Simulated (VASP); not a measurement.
# Hf2N (P4_2/mnm) in VASP: notebook, part 2 of 2

VASP 6.6.1. Earlier steps stand in the parts before.

### Step 4. Relaxation of shape and atoms at fixed volume, PBEsol (14.63 Å³/atom)

This run uses another cell than the first one, of 14.63 Å³/atom.

The input, INCAR:

```
SYSTEM = Hf2N
PREC = Accurate
ENCUT = 600
EDIFF = 1E-6
ISMEAR = 0
SIGMA = 0.1
LREAL = .False.
LASPH = .True.
NELM = 100
ALGO = Normal
ISIF = 4
LWAVE = .False.
LCHARG = .False.
GGA = PS
IBRION = 2
NSW = 50
EDIFFG = -0.01
```

The input, KPOINTS:

```
Automatic mesh
0
Gamma
  8 8 12
  0 0 0
```

The input, POSCAR:

```
Hf2N
1.0
    5.2420449759      0.0000000000      0.0000000000
    0.0000000000      5.2420449759      0.0000000000
    0.0000000000      0.0000000000      3.1948462587
Hf N
4 2
Direct
    0.2954633019      0.2954633019      0.0000000000
    0.7045366981      0.7045366981      0.0000000000
    0.7954633019      0.2045366981      0.5000000000
    0.2045366981      0.7954633019      0.5000000000
    0.0000000000      0.0000000000      0.0000000000
    0.5000000000      0.5000000000      0.5000000000
```

On the command line:

```
cat potpaw_PBE.64/Hf_pv/POTCAR potpaw_PBE.64/N/POTCAR > POTCAR
mpirun -np 1 vasp_std > vasp.out
```

It took 6.1 min on 1 thread of Intel Xeon Platinum 8488C (Sapphire Rapids), shared host; peak memory 0.41 GiB.

Results (log left out):

- Free energy: -67.4690 eV
- Energy gained by relaxing: 0.1 meV/atom
- Ionic steps: 2
- Pressure after relaxing: 5.6 GPa
- Largest force after relaxing: 0.007 eV/Å
- Band gap on the k mesh: zero (bands 25 and 26 overlap by 2.80 eV)

Forces on the atoms (eV/Å):
```
Hf  -0.005 -0.005  0.000
Hf   0.005  0.005  0.000
Hf  -0.005  0.005  0.000
Hf   0.005 -0.005  0.000
N    0.000  0.000  0.000
N    0.000  0.000  0.000
```

Step by step:
| step | energy change (eV) | largest force (eV/Å) | pressure (GPa) | volume (Å³) |
| --- | --- | --- | --- | --- |
| 1 | 0.0000 | 0.0549 | 5.68 | 87.79 |
| 2 | -0.0003 | 0.0071 | 5.64 | 87.79 |

Final structure:
```yaml
crystal:
  lattice:
    - [5.24078, 0.00000, 0.00000]
    - [0.00000, 5.24078, 0.00000]
    - [0.00000, 0.00000, 3.19639]
  atoms:
    - { symbol: Hf, position: [0.29511, 0.29511, 0.00000] }
    - { symbol: Hf, position: [0.70489, 0.70489, 0.00000] }
    - { symbol: Hf, position: [0.79511, 0.20489, 0.50000] }
    - { symbol: Hf, position: [0.20489, 0.79511, 0.50000] }
    - { symbol: N, position: [0.00000, 0.00000, 0.00000] }
    - { symbol: N, position: [0.50000, 0.50000, 0.50000] }
```

Levels at points of the mesh, in eV from the Fermi level:
```tsv
k point	band 23	band 24	band 25	band 26	band 27	band 28
(0.00, 0.00, 0.00)	-0.01	0.78	1.05	1.16	1.16	1.64
(0.50, 0.00, 0.00)	-1.11	-1.11	1.51	1.51	1.92	1.92
(0.50, 0.50, 0.00)	-1.46	-1.46	1.06	1.06	1.57	1.57
(0.00, 0.00, 0.50)	-1.29	-1.29	-1.29	-1.29	2.25	2.25
(0.50, 0.00, 0.50)	-1.16	-1.16	-0.96	-0.96	1.84	1.84
(0.50, 0.50, 0.50)	-0.93	-0.93	-0.49	-0.49	1.38	1.38
```

Caveat: the PAW data sets were made with another functional, which shifts forces and pressure a little; spin-orbit coupling is left out, which moves the levels of the heavy elements.

### Step 5. Relaxation of cell and atoms, PBEsol

The input, INCAR:

```
PREC = Accurate
ENCUT = 600
EDIFF = 1E-6
ISMEAR = -1
SIGMA = 0.15
LREAL = F
LASPH = T
NELM = 60
ALGO = Normal
ISIF = 3
LWAVE = F
LCHARG = F
GGA = PS
IBRION = 2
NSW = 80
EDIFFG = -0.001
```

The input, KPOINTS:

```
Automatic mesh
0
Gamma
  8 8 12
```

The input, POSCAR:

```
Hf2N
1.0
    5.2955389249      0.0000000000      0.0000000000
    0.0000000000      5.2955389249      0.0000000000
    0.0000000000      0.0000000000      3.2274489834
Hf N
4 2
Direct
    0.2954633020      0.2954633020      0.0000000000
    0.7045366980      0.7045366980      0.0000000000
    0.7954633020      0.2045366980      0.5000000000
    0.2045366980      0.7954633020      0.5000000000
    0.0000000000      0.0000000000      0.0000000000
    0.5000000000      0.5000000000      0.5000000000
```

On the command line:

```
cat potpaw_PBE.64/Hf_pv/POTCAR potpaw_PBE.64/N/POTCAR > POTCAR
mpirun -np 1 vasp_std > vasp.out
```

Wall time 29 min (1 thread of AMD EPYC 9R14 (Zen 4), shared host); peak memory 0.39 GiB.

The run converged. Its results:

| Item | Value |
| --- | --- |
| Free energy | -67.5945 eV |
| Relaxed volume | 15.01 Å³/atom |
| Relaxed cell | a = 5.288 Å, b = 5.288 Å, c = 3.222 Å, α = 90.00°, β = 90.00°, γ = 90.00° |
| Space group after relaxing (to 0.1 Å) | P4_2/mnm (No. 136) |
| Energy gained by relaxing | 0.2 meV/atom |
| Ionic steps | 21 |
| Pressure after relaxing | 0.0 GPa |
| Band gap on the k mesh | zero (bands 25 and 26 overlap by 2.71 eV) |

Step by step:
```tsv
step	energy change (eV)	largest force (eV/Å)	pressure (GPa)	volume (Å³)
1	0.0000	0.0113	-0.93	90.51
2	0.0027	0.0261	1.75	89.36
3	-0.0012	0.0164	0.01	90.10
4	-0.0012	0.0162	0.00	90.11
5	-0.0012	0.0053	-0.02	90.10
6	-0.0013	0.0001	-0.02	90.10
7	-0.0013	0.0006	-0.02	90.10
8	-0.0013	0.0001	0.02	90.08
9	-0.0013	0.0001	0.02	90.09
10	-0.0013	0.0002	0.02	90.10
11	-0.0013	0.0003	0.01	90.10
12	-0.0013	0.0001	-0.01	90.10
13	-0.0012	0.0007	-0.04	90.11
14	-0.0013	0.0000	-0.02	90.10
15	-0.0013	0.0000	-0.02	90.10
16	-0.0013	0.0002	-0.02	90.10
17	-0.0013	0.0002	-0.02	90.10
18	-0.0013	0.0002	-0.02	90.10
19	-0.0013	0.0001	-0.02	90.10
20	-0.0013	0.0002	-0.03	90.10
21	-0.0013	0.0007	0.00	90.09
```

Final structure:
```yaml
crystal:
  lattice:
    - [5.28779, 0.00000, 0.00000]
    - [0.00000, 5.28779, 0.00000]
    - [0.00000, 0.00000, 3.22185]
  atoms:
    - { symbol: Hf, position: [0.29530, 0.29530, 0.00000] }
    - { symbol: Hf, position: [0.70470, 0.70470, 0.00000] }
    - { symbol: Hf, position: [0.79530, 0.20470, 0.50000] }
    - { symbol: Hf, position: [0.20470, 0.79530, 0.50000] }
    - { symbol: N, position: [0.00000, 0.00000, 0.00000] }
    - { symbol: N, position: [0.50000, 0.50000, 0.50000] }
```

Levels at points of the mesh, in eV from the Fermi level:
```tsv
k point	band 23	band 24	band 25	band 26	band 27	band 28
(0.00, 0.00, 0.00)	-0.11	0.77	1.04	1.11	1.11	1.57
(0.50, 0.00, 0.00)	-1.10	-1.10	1.43	1.43	1.87	1.87
(0.50, 0.50, 0.00)	-1.45	-1.45	1.04	1.04	1.51	1.51
(0.00, 0.00, 0.50)	-1.29	-1.29	-1.28	-1.28	2.18	2.18
(0.50, 0.00, 0.50)	-1.18	-1.18	-0.97	-0.97	1.78	1.78
(0.50, 0.50, 0.50)	-0.90	-0.90	-0.56	-0.56	1.30	1.30
```

Caveat: the PAW data sets were made with another functional, which shifts forces and pressure a little; spin-orbit coupling is left out, which moves the levels of the heavy elements.

### Step 6. Relaxation of cell and atoms, PBEsol

This run uses another cell than the first one, of 15.25 Å³/atom.

The input, INCAR:

```
PREC     = Accurate       # precision mode
ENCUT    = 600            # plane-wave cutoff, eV
EDIFF    = 1E-6           # SCF threshold, eV
ISMEAR   = 0              # smearing method
SIGMA    = 0.1            # smearing width, eV
LREAL    = F              # projectors in reciprocal space
LASPH    = T              # aspherical terms in the spheres
NELM     = 60             # most SCF steps
ALGO     = Normal         # electronic algorithm
ISIF     = 3              # what is computed and relaxed
LWAVE    = F              # write WAVECAR
LCHARG   = F              # write CHGCAR
GGA      = PS             # functional
IBRION   = 2              # ionic algorithm
NSW      = 100            # ionic steps
EDIFFG   = -0.005         # ionic threshold
```

The input, KPOINTS:

```
regular mesh
0
Gamma
  8 8 12
```

The input, POSCAR:

```
Hf2N
1.0
    5.3131240200      0.0000000000      0.0000000000
    0.0000000000      5.3131240200      0.0000000000
    0.0000000000      0.0000000000      3.2420983900
Hf N
4 2
Direct
    0.2955363700      0.2955363700      0.0000000000
    0.7044636300      0.7044636300      0.0000000000
    0.7955363700      0.2044636300      0.5000000000
    0.2044636300      0.7955363700      0.5000000000
    0.0000000000      0.0000000000      0.0000000000
    0.5000000000      0.5000000000      0.5000000000
```

Potentials or basis: VASP PAW PBE potentials, release 64 (Hf_pv, N).

On the command line:

```
cat potpaw_PBE.64/Hf_pv/POTCAR potpaw_PBE.64/N/POTCAR > POTCAR
mpirun -np 1 vasp_std > vasp.out
```

Run time: 23 min. Hardware: 1 thread of AMD EPYC 9R14 (Zen 4), shared host; peak memory 0.4 GiB.

The run converged. Its results:

| Property | Result |
| --- | --- |
| Free energy | -67.5108 eV |
| Relaxed volume | 15.01 Å³/atom |
| Relaxed cell | a = 5.288 Å, b = 5.288 Å, c = 3.221 Å, α = 90.00°, β = 90.00°, γ = 90.00° |
| Space group after relaxing (to 0.1 Å) | P4_2/mnm (No. 136) |
| Energy gained by relaxing | 2.6 meV/atom |
| Ionic steps | 8 |
| Pressure after relaxing | 0.0 GPa |
| Band gap on the k mesh | zero (bands 25 and 26 overlap by 2.71 eV) |

Forces in eV/Å, atoms in the order of the input:
```
Hf  -0.002 -0.002  0.000
Hf   0.002  0.002  0.000
Hf  -0.002  0.002  0.000
Hf   0.002 -0.002  0.000
N    0.000  0.000  0.000
N    0.000  0.000  0.000
```

The path:
```tsv
step	energy change (eV)	largest force (eV/Å)	pressure (GPa)	volume (Å³)
1	0.0000	0.0126	-3.31	91.52
2	0.0388	0.0847	6.73	87.41
3	-0.0156	0.0183	-0.02	90.06
4	-0.0156	0.0190	0.04	90.03
5	-0.0156	0.0054	0.04	90.04
6	-0.0156	0.0044	0.04	90.04
7	-0.0156	0.0004	-0.06	90.08
8	-0.0156	0.0025	-0.02	90.06
```

Final structure:
```
Hf N
1.0
     5.28756    0.00000    0.00000
     0.00000    5.28756    0.00000
     0.00000    0.00000    3.22112
Hf N
4 2
Direct
  0.29544 0.29544 0.00000
  0.70456 0.70456 0.00000
  0.79544 0.20456 0.50000
  0.20456 0.79544 0.50000
  0.00000 0.00000 0.00000
  0.50000 0.50000 0.50000
```

Levels at points of the mesh, in eV from the Fermi level:
```
           k point  band 22  band 23  band 24  band 25  band 26  band 27  band 28  band 29
(0.00, 0.00, 0.00)    -2.17    -0.09     0.78     1.06     1.13     1.13     1.57     1.79
(0.50, 0.00, 0.00)    -2.51    -1.08    -1.08     1.45     1.45     1.89     1.89     2.00
(0.50, 0.50, 0.00)    -1.78    -1.44    -1.44     1.06     1.06     1.52     1.52     1.86
(0.00, 0.00, 0.50)    -1.46    -1.28    -1.28    -1.27    -1.27     2.20     2.20     3.75
(0.50, 0.00, 0.50)    -1.99    -1.16    -1.16    -0.95    -0.95     1.79     1.79     3.88
(0.50, 0.50, 0.50)    -1.72    -0.88    -0.88    -0.54    -0.54     1.31     1.31     2.94
```

Caveat: the PAW data sets were made with another functional, which shifts forces and pressure a little; spin-orbit coupling is left out, which moves the levels of the heavy elements.

### Step 7. Summary

```tsv
task	cell	cutoff (eV)	smearing	gap on the mesh (eV)	pressure (GPa)	relaxed volume (Å³/atom)
single point	a = 5.296, b = 5.296, c = 3.227 Å, 6 atoms, atomic positions A	520	gaussian 0.1 eV	none	-1.0	-
relaxation of shape and atoms at fixed volume	relaxed from a = 5.331, b = 5.331, c = 3.250 Å, 6 atoms, atomic positions B	600	fermi-dirac 0.15 eV	none	-4.9	-
relaxation of shape and atoms at fixed volume	relaxed from a = 5.242, b = 5.242, c = 3.195 Å, 6 atoms, atomic positions A	600	gaussian 0.1 eV	none	5.6	-
relaxation of cell and atoms	relaxed from a = 5.296, b = 5.296, c = 3.227 Å, 6 atoms, atomic positions A	600	fermi-dirac 0.15 eV	none	0.0	15.01
relaxation of cell and atoms	relaxed from a = 5.313, b = 5.313, c = 3.242 Å, 6 atoms, atomic positions A	600	gaussian 0.1 eV	none	0.0	15.01
```

Alike in all rows: level PBEsol; potentials or basis VASP PAW PBE potentials, release 64 (Hf_pv, N); no spin polarisation; k mesh 8 × 8 × 12.

Caveats: the PAW data sets were made with another functional, which shifts forces and pressure a little; spin-orbit coupling is left out, which moves the levels of the heavy elements.

Total energies depend on the potentials used, so only differences within one code and one set of settings carry meaning.
